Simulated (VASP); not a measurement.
# Cu (Fmmm) in VASP: a series of runs

Cu is run at these levels: r2SCAN; tasks: single point.

Everything below comes from runs of VASP 6.6.1. Logs are shortened: lines on timing, memory, paths and dates and some standing lists are left out, and cuts for length are marked.

## (1) The cell of the first run

The structure is orthorhombic, space group Fmmm (No. 69). The conventional cell has a = 2.752 Å, b = 4.004 Å, c = 4.157 Å, α = 90.00°, β = 90.00°, γ = 90.00°. Within 3.2 Å of Cu (site symmetry mmm) lie 14 Cu at 2.43 to 2.89 Å.

## (2) Single point, r2SCAN (strain +0.0375 x Voigt [0, 0, 0, 0, 0, 1])

Contents of POSCAR:

```
Cu
1.0
   -1.4157409452      1.4157409452      1.3760814500
    1.4157409452     -1.4157409452      1.3760814500
    1.4698456948      1.4698456948     -1.3760814500
Cu
1
Direct
    0.0000000000      0.0000000000      0.0000000000
```

Contents of INCAR.step1:

```
  ALGO = Normal
  EDIFF = 1E-4
  ENCUT = 520
  GGA = PE
  ISMEAR = 0
  LASPH = True
  LCHARG = False
  LREAL = False
  LWAVE = True
  NBANDS = 12
  NELM = 60
  PREC = Accurate
  SIGMA = 0.15
```

Contents of INCAR.step2:

```
  ALGO = Normal
  EDIFF = 1E-6
  ENCUT = 520
  ISIF = 2
  ISMEAR = 0
  ISTART = 1
  LASPH = True
  LCHARG = False
  LMIXTAU = True
  LREAL = False
  LWAVE = False
  METAGGA = R2SCAN
  NBANDS = 12
  NELM = 60
  PREC = Accurate
  SIGMA = 0.15
```

Contents of KPOINTS:

```
k-points
0
Gamma
  24 24 24
```

Potentials or basis: VASP PAW PBE potentials, release 64 (Cu).

Launch:

```sh
cat potpaw_PBE.64/Cu/POTCAR > POTCAR
cp INCAR.step1 INCAR
mpirun -np 1 vasp_std > vasp.out
cp INCAR.step2 INCAR
mpirun -np 1 vasp_std > vasp.out
```

OUTCAR:

```text
EDIFF = 1E-6
   ENCUT = 520
   ISIF = 2
   ISMEAR = 0
   ISTART = 1
   LASPH = True
   LREAL = False
   METAGGA = R2SCAN
   NELM = 60
   PREC = Accurate

 ion  position               nearest neighbor table
   1  0.000  0.000  0.000-

  LATTYP: Found a face centered orthorhombic cell.
 ALAT       =     2.7521629000
 B/A-ratio  =     1.4549720480
 C/A-ratio  =     1.5105760754

  Lattice vectors:

 A1 = (   2.8855866400,   0.0541047496,   0.0000000000)
 A2 = (   1.4698456948,   1.4698456948,   1.3760814500)
 A3 = (   1.4157409452,  -1.4157409452,   1.3760814500)

Analysis of symmetry for initial positions (statically):
=====================================================================
 Subroutine PRICEL returns:
 Original cell was already a primitive cell.

 Routine SETGRP: Setting up the symmetry group for a
 face centered orthorhombic supercell.

 Subroutine GETGRP returns: Found  8 space group operations
 (whereof  8 operations were pure point group operations)
 out of a pool of  8 trial point group operations.

The static configuration has the point symmetry D_2h.

Analysis of symmetry for dynamics (positions and initial velocities):
=====================================================================
 Subroutine PRICEL returns:
 Original cell was already a primitive cell.

 Routine SETGRP: Setting up the symmetry group for a
 face centered orthorhombic supercell.

 Subroutine GETGRP returns: Found  8 space group operations
 (whereof  8 operations were pure point group operations)
 out of a pool of  8 trial point group operations.

The dynamic configuration has the point symmetry D_2h.

 Subroutine INISYM returns: Found  8 space group operations
 (whereof  8 operations are pure point group operations),
 and found     1 'primitive' translations

----------------------------------------------------------------------------------------

                                     Primitive cell

  volume of cell :      11.4541

  direct lattice vectors                    reciprocal lattice vectors
    -1.415740945  1.415740945  1.376081450    -0.006500097  0.346671859  0.363350585
     1.415740945 -1.415740945  1.376081450     0.346671859 -0.006500097  0.363350585
     1.469845695  1.469845695 -1.376081450     0.340171762  0.340171762  0.000000000

  length of vectors
     2.429453643  2.429453643  2.492888463     0.502242249  0.502242249  0.481075519

  position of ions in fractional coordinates (direct lattice)
     0.000000000  0.000000000  0.000000000

  ion indices of the primitive-cell ions
   primitive index   ion index
[... 82 lines left out ...]
   TEBEG  =    0.0;   TEEND  =   0.0 temperature during run
   PSTRESS=    0.0 pullay stress
   NELECT =      11.0000    total number of electrons
   NUPDOWN=      -1.0000    fix difference up-down
   EMIN   =  10.00;   EMAX   =-10.00  energy-range for DOS
   EFERMI =   0.00;   METHOD = LEGACY
   ISMEAR =     0;   SIGMA  =   0.15  broadening in eV -4-tet -1-fermi 0-gaus
   EFERMI_NEDOS =   21; number of points for ismear=-14 and -15
   IALGO  =     38    algorithm
   IMIX   =      4    mixing-type and parameters
     AMIX     =   0.40;   BMIX     =  1.00
     AMIX_MAG =   1.60;   BMIX_MAG =  1.00
  volume/ion in A,a.u.               =      11.45        77.30
  Fermi-wavevector in a.u.,A,eV,Ry     =   1.615173  3.052235 35.494679  2.608785
  Thomas-Fermi vector in A             =   2.709964
   LORBIT       =      0    0 simple, 1 ext, 2 COOP (PROOUT), +10 PAW based schemes
   METAGGA = R2SCAN    functional components
   LHFCALC =     F    Hartree Fock is set to
   AEXX    =    0.0000 exact exchange contribution
   IVDW    =     0    specifies the selected vdW correction
   LEPSILON=     F    determine dielectric tensor
   LRPA    =     F    only Hartree local field effects (RPA)
 non-spin polarized calculation
 Gauss-broadening in eV      SIGMA  =   0.15
  energy-cutoff  :      520.00
  volume of cell :       11.45
 maximum number of plane-waves:       329
   NGX =  9   NGY =  9   NGZ =  9

 number of electron      11.0000002 magnetization

 Free energy of the ion-electron system (eV)
  ---------------------------------------------------
  ext. energy  EPLUGINS =         0.00000000
  ---------------------------------------------------
  free energy    TOTEN  =       -10.78598202 eV

  energy without entropy =      -10.78217796  energy(sigma->0) =      -10.78407999

 E-fermi :   7.7845     XC(G=0): -13.9548

 val. band max:        7.7793450452   @ k =   0.3333   0.1250   0.0417
 cond. band min:       7.7919244103   @ k =  -0.0833   0.5000   0.0417
 fundamental gap:      0.0125793651
 Fermi energy:         7.7844734263

 k-point     1 :       0.0000    0.0000    0.0000
  band No.  band energies     occupation
      1      -2.1286      2.00000
      2       4.3306      2.00000
      3       4.4043      2.00000
      4       4.6621      2.00000
      5       5.4180      2.00000
      6       5.6136      2.00000
      7      32.7457      0.00000
      8      34.3190      0.00000
      9      34.9617      0.00000
     10      37.0172      0.00000
     11      37.7476      0.00000
     12      38.7506      0.00000
[... 331 lines left out ...]
 k-point    24 :       0.4583    0.0417   -0.0000
  band No.  band energies     occupation
      1       2.4419      2.00000
      2       3.6271      2.00000
      3       5.4717      2.00000
      4       5.6762      2.00000
      5       6.1580      2.00000
      6       7.3938      1.99977
      7      12.8922      0.00000
      8      25.3090      0.00000
      9      25.9868      0.00000
     10      30.2489      0.00000
     11      33.9509      0.00000
     12      42.8446      0.00000

 [... further k-points ...]

------------------------ aborting loop because EDIFF is reached ----------------------------------------

  FORCE on cell =-STRESS in cart. coord.  units (eV):
  Direction    XX          YY          ZZ          XY          YZ          ZX
  --------------------------------------------------------------------------------------
  -------------------------------------------------------------------------------------
  Total        0.0853995      0.0853995      0.1001257     -0.3036822      0.0000000      0.0000000
  in kB       11.9455511     11.9455511     14.0054304    -42.4786000      0.0000000      0.0000000
  external PRESSURE =      12.6321775 kB  Pullay stress =       0.0000000 kB

 VOLUME and BASIS-vectors are now :
 -----------------------------------------------------------------------------
  energy-cutoff  :      520.00
  volume of cell :       11.45
      direct lattice vectors                 reciprocal lattice vectors
    -1.415740945  1.415740945  1.376081450    -0.006500097  0.346671859  0.363350585
     1.415740945 -1.415740945  1.376081450     0.346671859 -0.006500097  0.363350585
     1.469845695  1.469845695 -1.376081450     0.340171762  0.340171762  0.000000000

 POSITION                                       TOTAL-FORCE (eV/Angst)
 -----------------------------------------------------------------------------------
      0.00000      0.00000      0.00000        -0.000000      0.000000      0.000000
 -----------------------------------------------------------------------------------
    total drift:                                0.000000      0.000000     -0.000000

  FREE ENERGIE OF THE ION-ELECTRON SYSTEM (eV)
  ---------------------------------------------------
  free  energy   TOTEN  =       -10.7859820157 eV

  energy  without entropy=      -10.7821779609  energy(sigma->0) =      -10.78407999
```

OSZICAR.step1:

```text
N       E                     dE             d eps       ncg     rms          rms(c)
DAV:   1     0.425052965934E+02    0.42505E+02   -0.53996E+03 52556   0.156E+03
DAV:   2    -0.327612777503E+01   -0.45781E+02   -0.42458E+02 48688   0.205E+02
DAV:   3    -0.457383083262E+01   -0.12977E+01   -0.12884E+01 54340   0.394E+01
DAV:   4    -0.458151829319E+01   -0.76875E-02   -0.76865E-02 53536   0.270E+00
DAV:   5    -0.458158919016E+01   -0.70897E-04   -0.70896E-04 54360   0.263E-01    0.762E+00
DAV:   6    -0.401603732808E+01    0.56555E+00   -0.13395E+01 55116   0.705E+01    0.367E+00
DAV:   7    -0.368774936123E+01    0.32829E+00   -0.20774E+00 55384   0.276E+01    0.662E-01
DAV:   8    -0.367410901923E+01    0.13640E-01   -0.62621E-03 61680   0.774E-01    0.215E-01
DAV:   9    -0.367327349914E+01    0.83552E-03   -0.48988E-03 53708   0.121E+00    0.287E-02
DAV:  10    -0.367327719599E+01   -0.36968E-05   -0.27449E-05 33644   0.955E-02
   1 F= -.36732772E+01 E0= -.36712987E+01  d E =-.395690E-02
```

It took 16 min on 1 thread of Intel Xeon Platinum 8259CL at 2.50GHz (Skylake/Cascade Lake), shared host; peak memory 0.36 GiB.

What came out:

```
Free energy            : -10.7860 eV
Pressure               : 1.3 GPa
Band gap on the k mesh : zero (an odd number of electrons rules out a gap without spin polarisation)
```

Levels at points of the mesh, in eV from the Fermi level:
```csv
k point,band 4,band 5,band 6,band 7,band 8,band 9
"(0.00, 0.00, 0.00)",-3.12,-2.37,-2.17,24.96,26.53,27.18
"(0.50, 0.00, 0.00)",-2.06,-1.47,-0.56,4.95,17.55,19.00
"(0.50, 0.50, 0.00)",-2.28,-1.44,-0.64,4.83,19.11,19.45
"(0.00, 0.00, 0.50)",-2.13,-1.54,-1.23,3.99,19.69,20.32
"(0.50, 0.50, 0.50)",-1.61,-1.58,8.08,8.30,10.10,13.73
```

Caveat: the cell differs from its parent crystal (strain +0.0375 x Voigt [0, 0, 0, 0, 0, 1]); the PAW data sets were made with another functional, which shifts forces and pressure a little.

[end of part 1 of 2]
